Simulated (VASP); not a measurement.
# H6Rh (F-43m) in VASP: a series of runs, part 2 of 2

VASP 6.6.1. The steps go on from the part before.

### Step 3. Single point, PBE

This run uses another cell than the first one, of 8.29 Å³/atom.

The input, INCAR:

```
SYSTEM = H6Rh
PREC     = Accurate       ! precision mode
ENCUT    = 520            ! plane-wave cutoff, eV
EDIFF    = 1E-6           ! SCF threshold, eV
ISMEAR   = 0              ! smearing method
SIGMA    = 0.1            ! smearing width, eV
LREAL    = .FALSE.        ! projectors in reciprocal space
LASPH    = .TRUE.         ! aspherical terms in the spheres
NELM     = 80             ! most SCF steps
ALGO     = Normal         ! electronic algorithm
ISIF     = 2              ! what is computed and relaxed
LWAVE    = .FALSE.        ! write WAVECAR
LCHARG   = .FALSE.        ! write CHGCAR
GGA      = PE             ! functional
NBANDS   = 20             ! bands
```

The input, KPOINTS:

```
Automatic mesh
0
G
  6 6 6
  0 0 0
```

The input, POSCAR:

```
H6Rh
1.0
    0.0000000000      3.0728766000      3.0728766000
    3.0728766000      0.0000000000      3.0728766000
    3.0728766000      3.0728766000      0.0000000000
H Rh
6 1
Direct
    0.1828826000      0.1828826000      0.1828826000
    0.1828826000      0.1828826000      0.4513521900
    0.1828826000      0.4513521900      0.1828826000
    0.4513521900      0.1828826000      0.1828826000
    0.7500000000      0.7500000000      0.7500000000
    0.5000000000      0.5000000000      0.5000000000
    0.0000000000      0.0000000000      0.0000000000
```

Potentials or basis: VASP PAW PBE potentials, release 64 (H, Rh_pv).

The run is started by

```console
cat potpaw_PBE.64/H/POTCAR potpaw_PBE.64/Rh_pv/POTCAR > POTCAR
mpirun -np 1 vasp_std > vasp.out
```

OUTCAR:

```text
SYSTEM = H6Rh
   PREC = Accurate
   ENCUT = 520
   EDIFF = 1E-6
   ISMEAR = 0
   LREAL = .FALSE.
   LASPH = .TRUE.
   NELM = 80
   ISIF = 2
   GGA = PE

 ion  position               nearest neighbor table
   1  0.183  0.183  0.183-   7 1.95
   2  0.183  0.183  0.451-   7 1.95
   3  0.183  0.451  0.183-   7 1.95
   4  0.451  0.183  0.183-   7 1.95
   5  0.750  0.750  0.750-
   6  0.500  0.500  0.500-
   7  0.000  0.000  0.000-   1 1.95   2 1.95   3 1.95   4 1.95

  LATTYP: Found a face centered cubic cell.
 ALAT       =     6.1457532000

  Lattice vectors:

 A1 = (   0.0000000000,   3.0728766000,   3.0728766000)
 A2 = (   3.0728766000,   0.0000000000,   3.0728766000)
 A3 = (   3.0728766000,   3.0728766000,   0.0000000000)

Analysis of symmetry for initial positions (statically):
=====================================================================
 Subroutine PRICEL returns:
 Original cell was already a primitive cell.

 Routine SETGRP: Setting up the symmetry group for a
 face centered cubic supercell.

 Subroutine GETGRP returns: Found 24 space group operations
 (whereof 24 operations were pure point group operations)
 out of a pool of 48 trial point group operations.

The static configuration has the point symmetry T_d .

Analysis of symmetry for dynamics (positions and initial velocities):
=====================================================================
 Subroutine PRICEL returns:
 Original cell was already a primitive cell.

 Routine SETGRP: Setting up the symmetry group for a
 face centered cubic supercell.

 Subroutine GETGRP returns: Found 24 space group operations
 (whereof 24 operations were pure point group operations)
 out of a pool of 48 trial point group operations.

The dynamic configuration has the point symmetry T_d .

 Subroutine INISYM returns: Found 24 space group operations
 (whereof 24 operations are pure point group operations),
 and found     1 'primitive' translations

----------------------------------------------------------------------------------------

                                     Primitive cell

  volume of cell :      58.0317

  direct lattice vectors                    reciprocal lattice vectors
     0.000000000  3.072876600  3.072876600    -0.162713986  0.162713986  0.162713986
     3.072876600  0.000000000  3.072876600     0.162713986 -0.162713986  0.162713986
     3.072876600  3.072876600  0.000000000     0.162713986  0.162713986 -0.162713986

  length of vectors
     4.345703763  4.345703763  4.345703763     0.281828891  0.281828891  0.281828891

  position of ions in fractional coordinates (direct lattice)
     0.182882600  0.182882600  0.182882600
     0.182882600  0.182882600  0.451352190
     0.182882600  0.451352190  0.182882600
     0.451352190  0.182882600  0.182882600
     0.750000000  0.750000000  0.750000000
     0.500000000  0.500000000  0.500000000
     0.000000000  0.000000000  0.000000000

  ion indices of the primitive-cell ions
   primitive index   ion index
[... 29 lines left out ...]
 Subroutine IBZKPT returns following result:
 ===========================================

 Found     16 irreducible k-points:

 Following reciprocal coordinates:
            Coordinates               Weight
  0.000000  0.000000  0.000000      1.000000
  0.166667  0.000000  0.000000      8.000000
  0.333333  0.000000  0.000000      8.000000
  0.500000  0.000000  0.000000      4.000000
  0.166667  0.166667  0.000000      6.000000
  0.333333  0.166667  0.000000     24.000000
[... 8 lines left out ...]
 -0.333333  0.333333  0.166667     24.000000
 -0.333333  0.500000  0.166667     12.000000
   k-points           NKPTS =     16   k-points in BZ     NKDIM =     16   number of bands    NBANDS=     20
   number of dos      NEDOS =    301   number of ions     NIONS =      7
   total plane-waves  NPLWV =  32768
   dimension x,y,z NGX =    32 NGY =   32 NGZ =   32
   dimension x,y,z NGXF=    64 NGYF=   64 NGZF=   64
   ions per type =               6   1
   NGX,Y,Z   is equivalent  to a cutoff of  12.24, 12.24, 12.24 a.u.
   NGXF,Y,Z  is equivalent  to a cutoff of  24.48, 24.48, 24.48 a.u.
 SYSTEM =  H6Rh
   PREC   = accura    normal or accurate (medium, high low for compatibility)
   ISTART =      0    job   : 0-new  1-cont  2-samecut
   ICHARG =      2    charge: 1-file 2-atom 10-const
   ISPIN  =      1    spin polarized calculation?
   LNONCOLLINEAR =      F non collinear calculations
   LSORBIT =      F    spin-orbit coupling
   LASPH  =      T    aspherical Exc in radial PAW
   ENCUT  =  520.0 eV  38.22 Ry    6.18 a.u.   8.08  8.08  8.08*2*pi/ulx,y,z
   NELM   =     80;   NELMIN=  2; NELMDL= -5     # of ELM steps
   EDIFF  = 0.1E-05   stopping-criterion for ELM
   LREAL  =      F    real-space projection
   EDIFFG = 0.1E-04   stopping-criterion for IOM
   NSW    =      0    number of steps for IOM
   IBRION =     -1    ionic relax: 0-MD 1-quasi-New 2-CG
   NFREE  =      0    steps in history (QN), initial steepest desc. (CG)
   ISIF   =      2    stress and relaxation
   ISYM   =      2    0-nonsym 1-usesym 2-fastsym
   POTIM  = 0.5000    time-step for ionic-motion
   TEBEG  =    0.0;   TEEND  =   0.0 temperature during run
   PSTRESS=    0.0 pullay stress
   NELECT =      21.0000    total number of electrons
   NUPDOWN=      -1.0000    fix difference up-down
   EMIN   =  10.00;   EMAX   =-10.00  energy-range for DOS
   EFERMI =   0.00;   METHOD = LEGACY
   ISMEAR =     0;   SIGMA  =   0.10  broadening in eV -4-tet -1-fermi 0-gaus
   EFERMI_NEDOS =   21; number of points for ismear=-14 and -15
   IALGO  =     38    algorithm
   IMIX   =      4    mixing-type and parameters
     AMIX     =   0.40;   BMIX     =  1.00
     AMIX_MAG =   1.60;   BMIX_MAG =  1.00
  volume/ion in A,a.u.               =       8.29        55.95
  Fermi-wavevector in a.u.,A,eV,Ry     =   1.166611  2.204576 18.517280  1.360982
  Thomas-Fermi vector in A             =   2.303122
   LORBIT       =      0    0 simple, 1 ext, 2 COOP (PROOUT), +10 PAW based schemes
   GGA     = PE    functional components
   LHFCALC =     F    Hartree Fock is set to
   AEXX    =    0.0000 exact exchange contribution
   IVDW    =     0    specifies the selected vdW correction
   LEPSILON=     F    determine dielectric tensor
   LRPA    =     F    only Hartree local field effects (RPA)
 non-spin polarized calculation
 Gauss-broadening in eV      SIGMA  =   0.10
  energy-cutoff  :      520.00
  volume of cell :       58.03
 maximum number of plane-waves:      1588
   NGX = 17   NGY = 17   NGZ = 17

 number of electron      21.0000002 magnetization

 Free energy of the ion-electron system (eV)
  ---------------------------------------------------
  ext. energy  EPLUGINS =         0.00000000
  ---------------------------------------------------
  free energy    TOTEN  =       -18.66760752 eV

  energy without entropy =      -18.64082913  energy(sigma->0) =      -18.65421833

 E-fermi :   0.9075     XC(G=0):  -9.2808

 val. band max:        0.8986676356   @ k =  -0.3333   0.1667   0.0000
 cond. band min:       0.9198897998   @ k =   0.5000   0.3333   0.0000
 fundamental gap:      0.0212221642
 Fermi energy:         0.9075013251

 k-point     1 :       0.0000    0.0000    0.0000
  band No.  band energies     occupation
      1     -44.5437      2.00000
      2     -44.5437      2.00000
      3     -44.5437      2.00000
      4     -10.4083      2.00000
      5      -2.0617      2.00000
      6      -1.4844      2.00000
[... 357 lines left out ...]
     19      13.8232      0.00000
     20      15.2413      0.00000

------------------------ aborting loop because EDIFF is reached ----------------------------------------

  FORCE on cell =-STRESS in cart. coord.  units (eV):
  Direction    XX          YY          ZZ          XY          YZ          ZX
  --------------------------------------------------------------------------------------
  -------------------------------------------------------------------------------------
  Total       -5.2740729     -5.2740729     -5.2740729     -0.0000000     -0.0000000     -0.0000000
  in kB     -145.6100522   -145.6100522   -145.6100522     -0.0000000     -0.0000000     -0.0000000
  external PRESSURE =    -145.6100522 kB  Pullay stress =       0.0000000 kB

 VOLUME and BASIS-vectors are now :
 -----------------------------------------------------------------------------
  energy-cutoff  :      520.00
  volume of cell :       58.03
      direct lattice vectors                 reciprocal lattice vectors
     0.000000000  3.072876600  3.072876600    -0.162713986  0.162713986  0.162713986
     3.072876600  0.000000000  3.072876600     0.162713986 -0.162713986  0.162713986
     3.072876600  3.072876600  0.000000000     0.162713986  0.162713986 -0.162713986

 POSITION                                       TOTAL-FORCE (eV/Angst)
 -----------------------------------------------------------------------------------
      1.12395      1.12395      1.12395        -1.575193     -1.575193     -1.575193
      1.94893      1.94893      1.12395         1.575193      1.575193     -1.575193
      1.94893      1.12395      1.94893         1.575193     -1.575193      1.575193
      1.12395      1.94893      1.94893        -1.575193      1.575193      1.575193
      4.60931      4.60931      4.60931        -0.000000     -0.000000     -0.000000
      3.07288      3.07288      3.07288        -0.000000     -0.000000     -0.000000
      0.00000      0.00000      0.00000        -0.000000     -0.000000     -0.000000
 -----------------------------------------------------------------------------------
    total drift:                                0.000002      0.000002      0.000002

  FREE ENERGIE OF THE ION-ELECTRON SYSTEM (eV)
  ---------------------------------------------------
  free  energy   TOTEN  =       -18.6676075214 eV

  energy  without entropy=      -18.6408291327  energy(sigma->0) =      -18.65421833
```

Run time: 20 s. Hardware: 1 thread of AMD EPYC 7R43 (Zen 3), shared host; peak memory 0.14 GiB.

What came out:

- Free energy: -18.6676 eV
- Pressure: -14.6 GPa
- Largest force: 2.728 eV/Å
- Band gap on the k mesh: zero (an odd number of electrons rules out a gap without spin polarisation)

Forces on the atoms (eV/Å):
```
H   -1.575 -1.575 -1.575
H    1.575  1.575 -1.575
H    1.575 -1.575  1.575
H   -1.575  1.575  1.575
H    0.000  0.000  0.000
H    0.000  0.000  0.000
Rh   0.000  0.000  0.000
```

Levels at points of the mesh, in eV from the Fermi level:
```
           k point  band 6  band 7  band 8  band 9  band 10  band 11  band 12  band 13  band 14  band 15
(0.00, 0.00, 0.00)   -2.39   -2.39   -2.39   -0.92    -0.92     1.12     4.06     4.06     4.06     7.35
(0.50, 0.00, 0.00)   -2.15   -2.15   -1.14   -0.91    -0.91    -0.54     2.16     2.87     2.87     6.93
(0.50, 0.50, 0.00)   -2.73   -1.77   -1.77   -0.74    -0.55     0.77     0.86     1.38     1.38     9.15
```

Caveat: the cell stands under tension; forces of over 1 eV/Å act on the atoms, so gaps and moduli don't describe the material at rest.

### Step 4. Relaxation of cell and atoms, PBE

This run uses another cell than the first one, of 8.29 Å³/atom.

The input, INCAR:

```
SYSTEM = H6Rh
  PREC = Accurate
  ENCUT = 600
  EDIFF = 1E-7
  ISMEAR = 0
  SIGMA = 0.1
  LREAL = .False.
  LASPH = .True.
  NELM = 80
  ALGO = Normal
  ISIF = 3
  LWAVE = .False.
  LCHARG = .False.
  GGA = PE
  IBRION = 2
  NSW = 90
  EDIFFG = -0.04
```

The input, KPOINTS:

```
Automatic mesh
0
Gamma
  6 6 6
  0 0 0
```

POSCAR is that of step 3.

Potentials or basis: VASP PAW PBE potentials, release 64 (H, Rh_pv).

The run is started by

```console
cat potpaw_PBE.64/H/POTCAR potpaw_PBE.64/Rh_pv/POTCAR > POTCAR
mpirun -np 1 vasp_std > vasp.out
```

OUTCAR:

```text
SYSTEM = H6Rh
   PREC = Accurate
   ENCUT = 600
   EDIFF = 1E-7
   ISMEAR = 0
   LREAL = .False.
   LASPH = .True.
   NELM = 80
   ISIF = 3
   GGA = PE
   IBRION = 2
   NSW = 90
   EDIFFG = -0.04

 ion  position               nearest neighbor table
   1  0.183  0.183  0.183-   7 1.95
   2  0.183  0.183  0.451-   7 1.95
   3  0.183  0.451  0.183-   7 1.95
   4  0.451  0.183  0.183-   7 1.95
   5  0.750  0.750  0.750-
   6  0.500  0.500  0.500-
   7  0.000  0.000  0.000-   1 1.95   2 1.95   3 1.95   4 1.95

  LATTYP: Found a face centered cubic cell.
 ALAT       =     6.1457532000

  Lattice vectors:

 A1 = (   0.0000000000,   3.0728766000,   3.0728766000)
 A2 = (   3.0728766000,   0.0000000000,   3.0728766000)
 A3 = (   3.0728766000,   3.0728766000,   0.0000000000)

Analysis of symmetry for initial positions (statically):
=====================================================================
 Subroutine PRICEL returns:
 Original cell was already a primitive cell.

 Routine SETGRP: Setting up the symmetry group for a
[... 161 lines left out ...]

 number of electron      21.0000000 magnetization

 Free energy of the ion-electron system (eV)
  ---------------------------------------------------
  ext. energy  EPLUGINS =         0.00000000
  ---------------------------------------------------
  free energy    TOTEN  =       -18.66937320 eV

  energy without entropy =      -18.64259066  energy(sigma->0) =      -18.65598193

------------------------ aborting loop because EDIFF is reached ----------------------------------------

  FORCE on cell =-STRESS in cart. coord.  units (eV):
  Direction    XX          YY          ZZ          XY          YZ          ZX
  --------------------------------------------------------------------------------------
  -------------------------------------------------------------------------------------
  Total       -5.2460165     -5.2460165     -5.2460165      0.0000000      0.0000000     -0.0000000
  in kB     -144.8354529   -144.8354529   -144.8354529      0.0000000      0.0000000     -0.0000000
  external PRESSURE =    -144.8354529 kB  Pullay stress =       0.0000000 kB
[... 662 lines left out ...]
  FREE ENERGIE OF THE ION-ELECTRON SYSTEM (eV)
  ---------------------------------------------------
  free  energy   TOTEN  =       -19.5193025528 eV

  energy  without entropy=      -19.5055904799  energy(sigma->0) =      -19.51244652

[... ionic steps 4 to 8 ...]

--------------------------------------- Ionic step        9  -------------------------------------------

 number of electron      21.0000002 magnetization

------------------------ aborting loop because EDIFF is reached ----------------------------------------
[... 77 lines left out ...]
--------------------------------------- Ionic step       11  -------------------------------------------

 number of electron      21.0000000 magnetization

 Free energy of the ion-electron system (eV)
  ---------------------------------------------------
  ext. energy  EPLUGINS =         0.00000000
  ---------------------------------------------------
  free energy    TOTEN  =       -21.16064615 eV

  energy without entropy =      -21.14537008  energy(sigma->0) =      -21.15300812

 E-fermi :   2.3315     XC(G=0): -10.0824

 val. band max:        2.3233482563   @ k =   0.5000   0.3333   0.1667
 cond. band min:       2.3869976982   @ k =  -0.3333   0.1667   0.0000
 fundamental gap:      0.0636494418
 Fermi energy:         2.3315206005
[... 304 lines left out ...]
  FREE ENERGIE OF THE ION-ELECTRON SYSTEM (eV)
  ---------------------------------------------------
  free  energy   TOTEN  =       -21.1606461486 eV

  energy  without entropy=      -21.1453700831  energy(sigma->0) =      -21.15300812

 reached required accuracy - stopping structural energy minimisation
```

CONTCAR:

```text
H6Rh
   1.00000000000000
    -0.0000000000000000    2.8736428073663074    2.8736428073663074
     2.8736428073663074    0.0000000000000000    2.8736428073663074
     2.8736428073663074    2.8736428073663074   -0.0000000000000000
  H               Rh
     6     1
Direct
     0.1560131736670618    0.1560131736670617    0.1560131736670617
     0.1560131736670618    0.1560131736670618    0.5319604689988138
     0.1560131736670618    0.5319604689988138    0.1560131736670617
     0.5319604689988138    0.1560131736670618    0.1560131736670617
     0.7500000000000000    0.7500000000000000    0.7500000000000000
     0.5000000000000000    0.5000000000000000    0.5000000000000000
     0.0000000000000000    1.0000000000000000    1.0000000000000000

  0.00000000E+00  0.00000000E+00  0.00000000E+00
  0.00000000E+00  0.00000000E+00  0.00000000E+00
  0.00000000E+00  0.00000000E+00  0.00000000E+00
  0.00000000E+00  0.00000000E+00  0.00000000E+00
  0.00000000E+00  0.00000000E+00  0.00000000E+00
  0.00000000E+00  0.00000000E+00  0.00000000E+00
  0.00000000E+00  0.00000000E+00  0.00000000E+00
```

Run time: 3.6 min. Hardware: 1 thread of AMD EPYC 7R43 (Zen 3), shared host; peak memory 0.18 GiB.

Results:

```yaml
Free_energy: -21.1606 eV
Relaxed_volume: 6.78 Å³/atom
Relaxed_cell: a = 4.064 Å, b = 4.064 Å, c = 4.064 Å, α = 60.00°, β = 60.00°, γ = 60.00°
Space_group_after_relaxing_to_0.1_Å: F-43m (No. 216)
Energy_gained_by_relaxing: 355.9 meV/atom
Ionic_steps: 11
Pressure_after_relaxing: 0.1 GPa
Largest_force_after_relaxing: 0.039 eV/Å
Band_gap_on_the_k_mesh: zero (an odd number of electrons rules out a gap without spin polarisation)
```

Forces in eV/Å, atoms in the order of the input:
```
H   -0.023 -0.023 -0.023
H    0.023  0.023 -0.023
H    0.023 -0.023  0.023
H   -0.023  0.023  0.023
H    0.000  0.000  0.000
H    0.000  0.000  0.000
Rh   0.000  0.000  0.000
```

The path:
| step | energy change (eV) | largest force (eV/Å) | pressure (GPa) | volume (Å³) |
| --- | --- | --- | --- | --- |
| 1 | 0.0000 | 2.7317 | -14.48 | 58.03 |
| 2 | -1.6650 | 1.7402 | -12.49 | 51.96 |
| 3 | -0.8499 | 4.7284 | 39.93 | 40.72 |
| 4 | -2.2205 | 1.2075 | -7.52 | 48.70 |
| 5 | -2.3435 | 0.9762 | 10.59 | 44.06 |
| 6 | -2.4670 | 0.3562 | -0.27 | 46.27 |
| 7 | -2.4760 | 0.1470 | 1.49 | 45.84 |
| 8 | -2.4752 | 0.0288 | 2.46 | 45.61 |
| 9 | -2.4841 | 0.1140 | 0.87 | 46.43 |
| 10 | -2.4861 | 0.1725 | -0.18 | 47.01 |
| 11 | -2.4913 | 0.0390 | 0.06 | 47.46 |

Final structure:
```
H Rh
1.0
     0.00000    2.87364    2.87364
     2.87364    0.00000    2.87364
     2.87364    2.87364    0.00000
H Rh
6 1
Direct
  0.15601 0.15601 0.15601
  0.15601 0.15601 0.53196
  0.15601 0.53196 0.15601
  0.53196 0.15601 0.15601
  0.75000 0.75000 0.75000
  0.50000 0.50000 0.50000
  0.00000 0.00000 0.00000
```

Caveat: the volume moved by over 15 % at a fixed basis, so the end points are rough.

### Step 5. Summary

| task | cell | cutoff (eV) | gap on the mesh (eV) | pressure (GPa) | largest force (eV/Å) |
| --- | --- | --- | --- | --- | --- |
| single point | a = 4.076 Å, angles 60.0°, 7 atoms, atomic positions A | 520 | none | -0.2 | 0.03 |
| single point | a = 4.346 Å, angles 60.0°, 7 atoms, atomic positions B | 520 | none | -14.6 | 2.73 |
| relaxation of cell and atoms | relaxed from a = 4.346 Å, angles 60.0°, 7 atoms, atomic positions B | 600 | none | 0.1 | 0.04 |

Alike in all rows: level PBE; potentials or basis VASP PAW PBE potentials, release 64 (H, Rh_pv); no spin polarisation; k mesh 6 × 6 × 6; smearing gaussian 0.1 eV.

Caveats: the cell stands under tension (at least some runs); forces of over 1 eV/Å act on the atoms, so gaps and moduli don't describe the material at rest (at least some runs); the volume moved by over 15 % at a fixed basis, so the end points are rough (at least some runs).

Total energies depend on the potentials used, so only differences within one code and one set of settings carry meaning.

The gap in the log of VASP goes by the Fermi energy; the results here count the filled bands.